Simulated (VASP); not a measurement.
# Be (P6_3/mmc) in VASP: further runs

The runs below take Be through single point, with PBE.

Program: VASP 6.6.1. These are calculated values, not measurements. Logs are shortened: lines on timing, memory, paths and dates and some standing lists are left out, and cuts for length are marked.

### 1 The cell of the first run

Symmetry: P6_3/mmc, No. 194, hexagonal system. The conventional cell has a = 2.285 Å, b = 2.285 Å, c = 3.584 Å, α = 90.00°, β = 90.00°, γ = 120.00°. Be (site symmetry -6m2) has 12 Be at 2.23 to 2.29 Å within 2.9 Å.

### 2 Single point, PBE

File INCAR:

```
ALGO = Fast ; EDIFF = 1E-6
ENCUT = 520 ; GGA = PE
ISIF = 2 ; ISMEAR = 0
LASPH = T ; LCHARG = F
LREAL = F ; LWAVE = F
NBANDS = 9 ; NELM = 80
PREC = Accurate ; SIGMA = 0.1
```

File KPOINTS:

```
k-points
0
Gamma
  9 9 6
```

File POSCAR:

```
Be
1.0
    2.2853000000      0.0000000000      0.0000000000
   -1.1426500000      1.9791278553      0.0000000000
    0.0000000000      0.0000000000      3.5842000000
Be
2
Direct
    0.3333333333      0.6666666667      0.2500000000
    0.6666666667      0.3333333333      0.7500000000
```

Potentials or basis: VASP PAW PBE potentials, release 64 (Be).

The run is started by

```sh
$ cat potpaw_PBE.64/Be/POTCAR > POTCAR
$ mpirun -np 1 vasp_std > vasp.out
```

OUTCAR:

```text
EDIFF = 1E-6
   ENCUT = 520
   GGA = PE
   ISIF = 2
   ISMEAR = 0
   LASPH = T
   LREAL = F
   NELM = 80
   PREC = Accurate

 ion  position               nearest neighbor table
   1  0.333  0.667  0.250-   2 2.23   2 2.23   2 2.23   2 2.23   2 2.23   2 2.23
   2  0.667  0.333  0.750-   1 2.23   1 2.23   1 2.23   1 2.23   1 2.23   1 2.23

  LATTYP: Found a hexagonal cell.
 ALAT       =     2.2853000000
 C/A-ratio  =     1.5683717674

  Lattice vectors:

 A1 = (   2.2853000000,   0.0000000000,   0.0000000000)
 A2 = (  -1.1426500000,   1.9791278553,   0.0000000000)
 A3 = (   0.0000000000,   0.0000000000,   3.5842000000)

Analysis of symmetry for initial positions (statically):
=====================================================================
 Subroutine PRICEL returns:
 Original cell was already a primitive cell.

 Routine SETGRP: Setting up the symmetry group for a
 hexagonal supercell.

 Subroutine GETGRP returns: Found 24 space group operations
 (whereof 12 operations were pure point group operations)
 out of a pool of 24 trial point group operations.

The static configuration has the point symmetry D_3d.
 The point group associated with its full space group is D_6h.

Analysis of symmetry for dynamics (positions and initial velocities):
=====================================================================
 Subroutine PRICEL returns:
 Original cell was already a primitive cell.

 Routine SETGRP: Setting up the symmetry group for a
 hexagonal supercell.

 Subroutine GETGRP returns: Found 24 space group operations
 (whereof 12 operations were pure point group operations)
 out of a pool of 24 trial point group operations.

The dynamic configuration has the point symmetry D_3d.
 The point group associated with its full space group is D_6h.

 Subroutine INISYM returns: Found 24 space group operations
 (whereof 12 operations are pure point group operations),
 and found     1 'primitive' translations

----------------------------------------------------------------------------------------

                                     Primitive cell

  volume of cell :      16.2110

  direct lattice vectors                    reciprocal lattice vectors
     2.285300000  0.000000000  0.000000000     0.437579311  0.252636533  0.000000000
    -1.142650000  1.979127855  0.000000000     0.000000000  0.505273066  0.000000000
[... 84 lines left out ...]
   NELM   =     80;   NELMIN=  2; NELMDL= -5     # of ELM steps
   EDIFF  = 0.1E-05   stopping-criterion for ELM
   LREAL  =      F    real-space projection
[... 7 lines left out ...]
   TEBEG  =    0.0;   TEEND  =   0.0 temperature during run
   PSTRESS=    0.0 pullay stress
   NELECT =       4.0000    total number of electrons
   NUPDOWN=      -1.0000    fix difference up-down
   EMIN   =  10.00;   EMAX   =-10.00  energy-range for DOS
   EFERMI =   0.00;   METHOD = LEGACY
   ISMEAR =     0;   SIGMA  =   0.10  broadening in eV -4-tet -1-fermi 0-gaus
   EFERMI_NEDOS =   21; number of points for ismear=-14 and -15
   IALGO  =     68    algorithm
   IMIX   =      4    mixing-type and parameters
     AMIX     =   0.40;   BMIX     =  1.00
     AMIX_MAG =   1.60;   BMIX_MAG =  1.00
  volume/ion in A,a.u.               =       8.11        54.70
  Fermi-wavevector in a.u.,A,eV,Ry     =   1.026814  1.940397 14.345258  1.054347
  Thomas-Fermi vector in A             =   2.160726
   LORBIT       =      0    0 simple, 1 ext, 2 COOP (PROOUT), +10 PAW based schemes
   GGA     = PE    functional components
   LHFCALC =     F    Hartree Fock is set to
   AEXX    =    0.0000 exact exchange contribution
   IVDW    =     0    specifies the selected vdW correction
   LEPSILON=     F    determine dielectric tensor
   LRPA    =     F    only Hartree local field effects (RPA)
 non-spin polarized calculation
 RMM-DIIS sequential band-by-band and
 Gauss-broadening in eV      SIGMA  =   0.10
  energy-cutoff  :      520.00
  volume of cell :       16.21
 maximum number of plane-waves:       451
 NGX is ok and might be reduce to    18
   NGX =  9   NGY =  9   NGZ = 13

 number of electron       4.0000000 magnetization

 Free energy of the ion-electron system (eV)
  ---------------------------------------------------
  ext. energy  EPLUGINS =         0.00000000
  ---------------------------------------------------
  free energy    TOTEN  =        -7.54750682 eV

  energy without entropy =       -7.54679010  energy(sigma->0) =       -7.54714846

 E-fermi :   6.5282     XC(G=0): -10.5238

 val. band max:        6.3557576235   @ k =   0.3333   0.1111   0.0000
 cond. band min:       6.5557686204   @ k =   0.3333   0.0000   0.0000
 fundamental gap:      0.2000109970
 Fermi energy:         6.5281587373

 k-point     1 :       0.0000    0.0000    0.0000
  band No.  band energies     occupation
      1      -4.3915      2.00000
      2       2.5063      2.00000
      3       7.9201      0.00000
      4      22.4290      0.00000
      5      22.4290      0.00000
      6      25.2479      0.00000
      7      25.2479      0.00000
      8      27.4108      0.00000
      9      33.4672      0.00000
[... 265 lines left out ...]
 k-point    24 :       0.3333    0.3333    0.1667
  band No.  band energies     occupation
      1       4.7018      2.00000
      2       5.7719      2.00000
      3       5.7719      2.00000
      4      11.8270      0.00000
      5      13.2640      0.00000
      6      13.2640      0.00000
      7      21.0100      0.00000
      8      21.0100      0.00000
      9      21.2118      0.00000

 [... further k-points ...]

------------------------ aborting loop because EDIFF is reached ----------------------------------------

  FORCE on cell =-STRESS in cart. coord.  units (eV):
  Direction    XX          YY          ZZ          XY          YZ          ZX
  --------------------------------------------------------------------------------------
  -------------------------------------------------------------------------------------
  Total       -0.2000898     -0.2000898     -0.4475071      0.0000000     -0.0000000      0.0000000
  in kB      -19.7754449    -19.7754449    -44.2283958      0.0000000     -0.0000000      0.0000000
  external PRESSURE =     -27.9264286 kB  Pullay stress =       0.0000000 kB

 VOLUME and BASIS-vectors are now :
 -----------------------------------------------------------------------------
  energy-cutoff  :      520.00
  volume of cell :       16.21
      direct lattice vectors                 reciprocal lattice vectors
     2.285300000  0.000000000  0.000000000     0.437579311  0.252636533  0.000000000
    -1.142650000  1.979127855  0.000000000     0.000000000  0.505273066  0.000000000
     0.000000000  0.000000000  3.584200000     0.000000000  0.000000000  0.279002288

 POSITION                                       TOTAL-FORCE (eV/Angst)
 -----------------------------------------------------------------------------------
     -0.00000      1.31942      0.89605         0.000000      0.000000      0.000000
      1.14265      0.65971      2.68815        -0.000000     -0.000000      0.000000
 -----------------------------------------------------------------------------------
    total drift:                                0.000000     -0.000000      0.000000

  FREE ENERGIE OF THE ION-ELECTRON SYSTEM (eV)
  ---------------------------------------------------
  free  energy   TOTEN  =        -7.5475068179 eV

  energy  without entropy=       -7.5467901006  energy(sigma->0) =       -7.54714846
```

OSZICAR:

```text
N       E                     dE             d eps       ncg     rms          rms(c)
DAV:   1    -0.323211579970E+01   -0.32321E+01   -0.18129E+03   864   0.364E+02
DAV:   2    -0.756298715825E+01   -0.43309E+01   -0.42756E+01  1255   0.519E+01
DAV:   3    -0.760781930232E+01   -0.44832E-01   -0.44790E-01   975   0.359E+00
DAV:   4    -0.760788179076E+01   -0.62488E-04   -0.62487E-04  1059   0.139E-01
DAV:   5    -0.760788182687E+01   -0.36109E-07   -0.36546E-07   957   0.332E-03    0.119E+00
RMM:   6    -0.756499172541E+01    0.42890E-01   -0.45955E-03   877   0.707E-01    0.731E-01
RMM:   7    -0.754750670687E+01    0.17485E-01   -0.59353E-03   904   0.710E-01    0.247E-02
RMM:   8    -0.754750622983E+01    0.47704E-06   -0.33130E-04   964   0.172E-01    0.102E-02
RMM:   9    -0.754751036259E+01   -0.41328E-05   -0.13003E-05  1000   0.229E-02    0.300E-03
RMM:  10    -0.754750749435E+01    0.28682E-05   -0.87936E-07   917   0.606E-03    0.159E-03
RMM:  11    -0.754750681794E+01    0.67641E-06   -0.37220E-08   813   0.151E-03
   1 F= -.75475068E+01 E0= -.75471485E+01  d E =-.716717E-03
```

Run time: 3.2 s. Hardware: 1 thread of Intel Xeon 6975P-C (Granite Rapids), shared host; peak memory 0.12 GiB.

Results:

| Quantity | Value |
| --- | --- |
| Free energy | -7.5475 eV |
| Pressure | -2.8 GPa |
| Band gap on the k mesh | zero (bands 2 and 3 overlap by 2.15 eV) |

### 3 Single point, PBE (7.20 Å³/atom)

This run uses another cell than the first one, of 7.20 Å³/atom.

File INCAR:

```
SYSTEM = Be
  ALGO = Normal
  EDIFF = 1E-6
  ENCUT = 520
  GGA = PE
  ISIF = 2
  ISMEAR = 0
  LASPH = .TRUE.
  LCHARG = .TRUE.
  LELF = .TRUE.
  LREAL = .FALSE.
  LVHAR = .TRUE.
  LWAVE = .FALSE.
  NBANDS = 9
  NELM = 100
  PREC = Accurate
  SIGMA = 0.1
```

File KPOINTS:

```
k-points
0
G
  21 21 12
  0 0 0
```

File POSCAR:

```
Be
1.0
    2.1898909105      0.0000000000      0.0000000000
   -1.0949454552      1.8965011600      0.0000000000
    0.0000000000      0.0000000000      3.4651413279
Be
2
Direct
    0.3333333333      0.6666666667      0.2500000000
    0.6666666667      0.3333333333      0.7500000000
```

Potentials or basis: VASP PAW PBE potentials, release 64 (Be).

The run is started by

```sh
$ cat potpaw_PBE.64/Be/POTCAR > POTCAR
$ mpirun -np 1 vasp_std > vasp.out
```

It took 9.2 s on 1 thread of Intel Xeon 6975P-C (Granite Rapids), shared host; peak memory 0.14 GiB.

It converged, with:

- Free energy: -7.4729 eV
- Pressure: 13.7 GPa
- Band gap on the k mesh: zero (bands 2 and 3 overlap by 2.18 eV)

Stress tensor (GPa, compression positive):
```
13.69  0.00  0.00
 0.00 13.69  0.00
 0.00  0.00 13.84
```

Levels at points of the mesh, in eV from the Fermi level:
```tsv
k point	band 1	band 2	band 3	band 4	band 5
(0.00, 0.00, 0.00)	-11.92	-4.89	1.31	17.28	17.28
(0.00, 0.00, 0.50)	-9.70	-9.70	11.32	11.32	19.05
```

Caveat: the cell stands under pressure.
